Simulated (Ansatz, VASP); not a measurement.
# Two plane-wave programs on LiGaI2

```
Li Ga I
1.0
     2.20309    1.27195    7.58481
    -2.20309    1.27195    7.58481
     0.00000   -2.54391    7.58481
Li Ga I
1 1 2
Direct
  0.50000 0.50000 0.50000
  0.00000 0.00000 0.00000
  0.75991 0.75991 0.75991
  0.24009 0.24009 0.24009
```

Change from the starting cell: species swapped into the CsTbS2 type (R-3m, No. 166).

Alike in both runs: task relaxation of cell and atoms; functional PBE; k mesh 6 × 6 × 6; occupations gaussian, width 0.02 eV; no spin polarisation.

```csv
,VASP,Ansatz
version,VASP 6.6.1,Ansatz 0.2.0
potentials or method,"VASP PAW PBE potentials, release 64 (Li_sv, Ga_d, I), cutoff 600 eV","scalar-relativistic, plane waves, PAW"
valence electrons in the cell,30,50
```

```tsv
	VASP	Ansatz	Ansatz less VASP
gap on the k mesh at the Fermi level, each at its own relaxed structure (eV)	2.05	2.07	+0.015
relaxed volume (Å³/atom)	32.07	32.12	+0.058
relaxed cell length with the largest relative difference (Å)	7.922	7.924	+0.0021
```

VASP's potentials hold 30 valence electrons a cell and Ansatz's 50, so a difference there can come from the potentials and not from the codes.

Neither program's run includes spin-orbit coupling. Noted on VASP's run: the cutoff is short for stress, so the pressure is rough.
